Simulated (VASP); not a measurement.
# AlP (F-43m) in VASP: further runs

AlP is run at these levels: r2SCAN+rVV10; tasks: single point.

Everything below comes from runs of VASP 6.6.1. Logs are shortened: lines on timing, memory, paths and dates and some standing lists are left out, and cuts for length are marked.

**1. The cell of the first run**

It takes space group F-43m (No. 216, cubic). Conventional cell: a = 5.469 Å, b = 5.469 Å, c = 5.469 Å, α = 90.00°, β = 90.00°, γ = 90.00°. Within 3.1 Å of Al (site symmetry -43m) lie 4 P at 2.37 Å. Within 3.1 Å of P (site symmetry -43m) lie 4 Al at 2.37 Å.

**2. Single point, r2SCAN+rVV10**

File POSCAR:

```
AlP
1.0
    0.0000000000      2.7345801114      2.7345801114
    2.7345801114      0.0000000000      2.7345801114
    2.7345801114      2.7345801114      0.0000000000
Al P
1 1
Direct
    0.0000000000      0.0000000000      0.0000000000
    0.2500000000      0.2500000000      0.2500000000
```

File INCAR.step1:

```
SYSTEM = AlP
PREC = Accurate ; ENCUT = 550
ISMEAR = 0 ; SIGMA = 0.02
LREAL = .FALSE. ; LASPH = .TRUE.
NELM = 120 ; NBANDS = 11
GGA = PE ; ALGO = Normal
EDIFF = 1E-5 ; LWAVE = .TRUE.
LCHARG = .FALSE. ; GGA_COMPAT = .FALSE.
```

File INCAR.step2:

```
SYSTEM = AlP
PREC = Accurate ; ENCUT = 550
EDIFF = 1E-6 ; ISMEAR = 0
SIGMA = 0.02 ; LREAL = .FALSE.
LASPH = .TRUE. ; NELM = 120
ALGO = Normal ; ISIF = 2
LWAVE = .FALSE. ; LCHARG = .FALSE.
METAGGA = R2SCAN ; LMIXTAU = .TRUE.
LUSE_VDW = .TRUE. ; IVDW_NL = 2
BPARAM = 11.95 ; CPARAM = 0.0093
NBANDS = 11 ; ISTART = 1
GGA_COMPAT = .FALSE.
```

File KPOINTS:

```
regular mesh
0
G
  8 8 8
  0 0 0
```

Potentials or basis: VASP PAW PBE potentials, release 64 (Al, P).

On the command line:

```console
$ cat potpaw_PBE.64/Al/POTCAR potpaw_PBE.64/P/POTCAR > POTCAR
$ cp INCAR.step1 INCAR
$ mpirun -np 1 vasp_std > vasp.out
$ cp INCAR.step2 INCAR
$ mpirun -np 1 vasp_std > vasp.out
```

OUTCAR:

```text
SYSTEM = AlP
   PREC = Accurate
   ENCUT = 550
   EDIFF = 1E-6
   ISMEAR = 0
   LREAL = .FALSE.
   LASPH = .TRUE.
   NELM = 120
   ISIF = 2
   METAGGA = R2SCAN
   IVDW_NL = 2
   BPARAM = 11.95
   ISTART = 1

 ion  position               nearest neighbor table
   1  0.000  0.000  0.000-   2 2.37   2 2.37   2 2.37   2 2.37
   2  0.250  0.250  0.250-   1 2.37   1 2.37   1 2.37   1 2.37

  LATTYP: Found a face centered cubic cell.
 ALAT       =     5.4691602228

  Lattice vectors:

 A1 = (   0.0000000000,   2.7345801114,   2.7345801114)
 A2 = (   2.7345801114,   0.0000000000,   2.7345801114)
 A3 = (   2.7345801114,   2.7345801114,   0.0000000000)

Analysis of symmetry for initial positions (statically):
=====================================================================
 Subroutine PRICEL returns:
 Original cell was already a primitive cell.

 Routine SETGRP: Setting up the symmetry group for a
 face centered cubic supercell.

 Subroutine GETGRP returns: Found 24 space group operations
 (whereof 24 operations were pure point group operations)
 out of a pool of 48 trial point group operations.

The static configuration has the point symmetry T_d .

Analysis of symmetry for dynamics (positions and initial velocities):
=====================================================================
 Subroutine PRICEL returns:
 Original cell was already a primitive cell.

 Routine SETGRP: Setting up the symmetry group for a
 face centered cubic supercell.

 Subroutine GETGRP returns: Found 24 space group operations
 (whereof 24 operations were pure point group operations)
 out of a pool of 48 trial point group operations.

The dynamic configuration has the point symmetry T_d .

 Subroutine INISYM returns: Found 24 space group operations
 (whereof 24 operations are pure point group operations),
 and found     1 'primitive' translations

----------------------------------------------------------------------------------------

                                     Primitive cell

  volume of cell :      40.8980

  direct lattice vectors                    reciprocal lattice vectors
     0.000000000  2.734580111  2.734580111    -0.182843427  0.182843427  0.182843427
     2.734580111  0.000000000  2.734580111     0.182843427 -0.182843427  0.182843427
     2.734580111  2.734580111  0.000000000     0.182843427  0.182843427 -0.182843427

  length of vectors
     3.867280281  3.867280281  3.867280281     0.316694106  0.316694106  0.316694106

  position of ions in fractional coordinates (direct lattice)
     0.000000000  0.000000000  0.000000000
     0.250000000  0.250000000  0.250000000

  ion indices of the primitive-cell ions
   primitive index   ion index
                 1           1
                 2           2

----------------------------------------------------------------------------------------

 KPOINTS: regular mesh

Automatic generation of k-mesh.
 Grid dimensions read from file:
 generate k-points for:    8    8    8

 Generating k-lattice:

  Cartesian coordinates                     Fractional coordinates (reciprocal lattice)
    -0.022855428  0.022855428  0.022855428     0.125000000  0.000000000  0.000000000
     0.022855428 -0.022855428  0.022855428     0.000000000  0.125000000  0.000000000
     0.022855428  0.022855428 -0.022855428     0.000000000  0.000000000  0.125000000

  Length of vectors
     0.039586763  0.039586763  0.039586763

  Shift w.r.t. Gamma in fractional coordinates (k-lattice)
     0.000000000  0.000000000  0.000000000

 Subroutine IBZKPT returns following result:
 ===========================================

 Found     29 irreducible k-points:

 Following reciprocal coordinates:
            Coordinates               Weight
  0.000000  0.000000  0.000000      1.000000
  0.125000  0.000000  0.000000      8.000000
  0.250000  0.000000  0.000000      8.000000
  0.375000  0.000000  0.000000      8.000000
  0.500000  0.000000  0.000000      4.000000
  0.125000  0.125000  0.000000      6.000000
[... 16 lines left out ...]
  0.500000  0.250000  0.125000     48.000000
 -0.375000  0.250000  0.125000     24.000000
 [... further k-points ...]
   k-points           NKPTS =     29   k-points in BZ     NKDIM =     29   number of bands    NBANDS=     11
   number of dos      NEDOS =    301   number of ions     NIONS =      2
   total plane-waves  NPLWV =  27000
   dimension x,y,z NGX =    30 NGY =   30 NGZ =   30
   dimension x,y,z NGXF=    60 NGYF=   60 NGZF=   60
   ions per type =               1   1
   NGX,Y,Z   is equivalent  to a cutoff of  12.90, 12.90, 12.90 a.u.
   NGXF,Y,Z  is equivalent  to a cutoff of  25.79, 25.79, 25.79 a.u.
 SYSTEM =  AlP
   PREC   = accura    normal or accurate (medium, high low for compatibility)
   ISTART =      1    job   : 0-new  1-cont  2-samecut
   ICHARG =      0    charge: 1-file 2-atom 10-const
   ISPIN  =      1    spin polarized calculation?
   LNONCOLLINEAR =      F non collinear calculations
   LSORBIT =      F    spin-orbit coupling
   LASPH  =      T    aspherical Exc in radial PAW
   ENCUT  =  550.0 eV  40.42 Ry    6.36 a.u.   7.40  7.40  7.40*2*pi/ulx,y,z
   NELM   =    120;   NELMIN=  2; NELMDL=  0     # of ELM steps
   EDIFF  = 0.1E-05   stopping-criterion for ELM
   LREAL  =      F    real-space projection
   EDIFFG = 0.1E-04   stopping-criterion for IOM
   NSW    =      0    number of steps for IOM
   IBRION =     -1    ionic relax: 0-MD 1-quasi-New 2-CG
   NFREE  =      0    steps in history (QN), initial steepest desc. (CG)
   ISIF   =      2    stress and relaxation
   ISYM   =      2    0-nonsym 1-usesym 2-fastsym
   POTIM  = 0.5000    time-step for ionic-motion
   TEBEG  =    0.0;   TEEND  =   0.0 temperature during run
   PSTRESS=    0.0 pullay stress
   NELECT =       8.0000    total number of electrons
   NUPDOWN=      -1.0000    fix difference up-down
   EMIN   =  10.00;   EMAX   =-10.00  energy-range for DOS
   EFERMI =   0.00;   METHOD = LEGACY
   ISMEAR =     0;   SIGMA  =   0.02  broadening in eV -4-tet -1-fermi 0-gaus
   EFERMI_NEDOS =   21; number of points for ismear=-14 and -15
   IALGO  =     38    algorithm
   IMIX   =      4    mixing-type and parameters
     AMIX     =   0.40;   BMIX     =  1.00
     AMIX_MAG =   1.60;   BMIX_MAG =  1.00
  volume/ion in A,a.u.               =      20.45       138.00
  Fermi-wavevector in a.u.,A,eV,Ry     =   0.950322  1.795848 12.287587  0.903112
  Thomas-Fermi vector in A             =   2.078688
   LORBIT       =      0    0 simple, 1 ext, 2 COOP (PROOUT), +10 PAW based schemes
   METAGGA = R2SCAN    functional components
   LHFCALC =     F    Hartree Fock is set to
   AEXX    =    0.0000 exact exchange contribution
   IVDW_NL    =     2    kernel type
   BPARAM     =11.9500
   IVDW    =     0    specifies the selected vdW correction
   LEPSILON=     F    determine dielectric tensor
   LRPA    =     F    only Hartree local field effects (RPA)
 non-spin polarized calculation
 Gauss-broadening in eV      SIGMA  =   0.02
  energy-cutoff  :      550.00
  volume of cell :       40.90
 maximum number of plane-waves:      1243
 NGX is ok and might be reduce to    30
   NGX = 15   NGY = 15   NGZ = 15

 number of electron       7.9999999 magnetization

 Free energy of the ion-electron system (eV)
  ---------------------------------------------------
  ext. energy  EPLUGINS =         0.00000000
  ---------------------------------------------------
  free energy    TOTEN  =       -17.02673709 eV

  energy without entropy =      -17.02673709  energy(sigma->0) =      -17.02673709

 E-fermi :   4.4749     XC(G=0):  -9.6525

 val. band max:        4.3594512793   @ k =   0.0000   0.0000   0.0000
 cond. band min:       6.2295928696   @ k =   0.5000   0.5000   0.0000
 fundamental gap:      1.8701415902
 Fermi energy:         4.4749076911

 k-point     1 :       0.0000    0.0000    0.0000
  band No.  band energies     occupation
      1      -7.6102      2.00000
      2       4.3595      2.00000
      3       4.3595      2.00000
      4       4.3595      2.00000
      5       8.2817      0.00000
      6       9.3144      0.00000
      7       9.3144      0.00000
      8       9.3144      0.00000
      9      13.6552      0.00000
     10      13.6552      0.00000
     11      15.4485      0.00000

 k-point     2 :       0.1250    0.0000    0.0000
  band No.  band energies     occupation
      1      -7.4308      2.00000
      2       3.1418      2.00000
      3       4.2076      2.00000
      4       4.2076      2.00000
      5       8.5994      0.00000
      6       9.6105      0.00000
      7       9.6105      0.00000
      8       9.9436      0.00000
      9      13.1681      0.00000
     10      13.1681      0.00000
     11      16.0663      0.00000

 k-point     3 :       0.2500    0.0000    0.0000
  band No.  band energies     occupation
      1      -6.9266      2.00000
      2       1.1328      2.00000
      3       3.9037      2.00000
      4       3.9037      2.00000
      5       8.1653      0.00000
      6       9.9221      0.00000
      7       9.9221      0.00000
      8      11.8990      0.00000
      9      13.1722      0.00000
     10      13.1722      0.00000
     11      15.4346      0.00000

 k-point     4 :       0.3750    0.0000    0.0000
  band No.  band energies     occupation
      1      -6.2515      2.00000
      2      -0.5712      2.00000
      3       3.6588      2.00000
      4       3.6588      2.00000
      5       7.7784      0.00000
      6       9.7118      0.00000
      7       9.7118      0.00000
      8      13.1388      0.00000
      9      14.6510      0.00000
     10      14.6510      0.00000
     11      15.7671      0.00000
[... 239 lines left out ...]
 k-point    22 :       0.3750    0.2500    0.1250
  band No.  band energies     occupation
      1      -6.5001      2.00000
      2       0.8063      2.00000
      3       2.4206      2.00000
      4       3.4241      2.00000
      5       8.5956      0.00000
      6       9.6737      0.00000
      7      10.2393      0.00000
      8      11.6824      0.00000
      9      13.2805      0.00000
     10      15.8301      0.00000
     11      18.0992      0.00000

 k-point    23 :       0.5000    0.2500    0.1250
  band No.  band energies     occupation
      1      -5.8826      2.00000
      2      -0.3489      2.00000
      3       1.8451      2.00000
      4       3.0288      2.00000
      5       8.6979      0.00000
      6       9.5961      0.00000
      7      10.8842      0.00000
      8      11.9850      0.00000
      9      14.4719      0.00000
     10      16.4666      0.00000
     11      17.9207      0.00000

 k-point    24 :      -0.3750    0.2500    0.1250
  band No.  band energies     occupation
      1      -5.5464      2.00000
      2      -0.9292      2.00000
      3       1.7103      2.00000
      4       2.8342      2.00000
      5       8.6917      0.00000
      6       9.3217      0.00000
      7      11.7602      0.00000
      8      12.6007      0.00000
      9      14.0058      0.00000
     10      16.5337      0.00000
     11      17.8780      0.00000

 [... further k-points ...]
[... 5 lines left out ...]
  --------------------------------------------------------------------------------------
  -------------------------------------------------------------------------------------
  Total       -0.0713893     -0.0713893     -0.0713893      0.0000000      0.0000000     -0.0000000
  in kB       -2.7966747     -2.7966747     -2.7966747      0.0000000      0.0000000     -0.0000000
  external PRESSURE =      -2.7966747 kB  Pullay stress =       0.0000000 kB

 VOLUME and BASIS-vectors are now :
 -----------------------------------------------------------------------------
  energy-cutoff  :      550.00
  volume of cell :       40.90
      direct lattice vectors                 reciprocal lattice vectors
     0.000000000  2.734580111  2.734580111    -0.182843427  0.182843427  0.182843427
     2.734580111  0.000000000  2.734580111     0.182843427 -0.182843427  0.182843427
     2.734580111  2.734580111  0.000000000     0.182843427  0.182843427 -0.182843427

 POSITION                                       TOTAL-FORCE (eV/Angst)
 -----------------------------------------------------------------------------------
      0.00000      0.00000      0.00000         0.000000      0.000000      0.000000
      1.36729      1.36729      1.36729        -0.000000     -0.000000     -0.000000
 -----------------------------------------------------------------------------------
    total drift:                               -0.000000     -0.000000     -0.000000

  FREE ENERGIE OF THE ION-ELECTRON SYSTEM (eV)
  ---------------------------------------------------
  free  energy   TOTEN  =       -17.0267370932 eV

  energy  without entropy=      -17.0267370932  energy(sigma->0) =      -17.02673709
```

Wall time 64 s (1 thread of AMD EPYC 9R45 (Zen 5), shared host); peak memory 0.25 GiB.

Results:

```
Free energy            : -17.0267 eV
Pressure               : -0.3 GPa
Band gap on the k mesh : 1.87 eV (least direct gap 3.92 eV)
```

Caveat: the PAW data sets were made with another functional, which shifts forces and pressure a little.

**3. Single point, r2SCAN+rVV10**

POSCAR is that of step 2.

File INCAR.step1:

```
PREC = Accurate
ENCUT = 550
ISMEAR = 0
SIGMA = 0.02
LREAL = False
LASPH = True
NELM = 120
NBANDS = 11
GGA = PE
ALGO = Normal
EDIFF = 1E-5
LWAVE = True
LCHARG = False
GGA_COMPAT = False
```

File INCAR.step2:

```
PREC = Accurate
ENCUT = 550
EDIFF = 1E-6
ISMEAR = 0
SIGMA = 0.02
LREAL = False
LASPH = True
NELM = 120
ALGO = Normal
ISIF = 2
LWAVE = False
LCHARG = True
METAGGA = R2SCAN
LMIXTAU = True
LUSE_VDW = True
IVDW_NL = 2
BPARAM = 11.95
CPARAM = 0.0093
LELF = True
LVHAR = True
NBANDS = 11
ISTART = 1
GGA_COMPAT = False
```

File KPOINTS:

```
regular mesh
0
Gamma
  8 8 8
```

Potentials or basis: VASP PAW PBE potentials, release 64 (Al, P).

On the command line:

```console
$ cat potpaw_PBE.64/Al/POTCAR potpaw_PBE.64/P/POTCAR > POTCAR
$ cp INCAR.step1 INCAR
$ mpirun -np 1 vasp_std > vasp.out
$ cp INCAR.step2 INCAR
$ mpirun -np 1 vasp_std > vasp.out
```

Wall time 66 s (1 thread of AMD EPYC 9R45 (Zen 5), shared host); peak memory 0.25 GiB.

The run converged. Its results:

* Free energy: -17.0267 eV
* Pressure: -0.3 GPa
* Band gap on the k mesh: 1.87 eV (least direct gap 3.92 eV)

Levels at points of the mesh, in eV from the valence-band top:
| k point | band 1 | band 2 | band 3 | band 4 | band 5 | band 6 | band 7 | band 8 | band 9 |
| --- | --- | --- | --- | --- | --- | --- | --- | --- | --- |
| (0.00, 0.00, 0.00) | -11.97 | 0.00 | 0.00 | 0.00 | 3.92 | 4.95 | 4.95 | 4.95 | 9.30 |
| (0.50, 0.00, 0.00) | -10.23 | -5.67 | -0.79 | -0.79 | 3.28 | 5.20 | 5.20 | 8.87 | 12.14 |
| (0.50, 0.50, 0.00) | -9.54 | -5.43 | -2.18 | -2.18 | 1.87 | 2.81 | 11.93 | 11.93 | 12.73 |

Caveat: the PAW data sets were made with another functional, which shifts forces and pressure a little. A k mesh can miss the band edges.
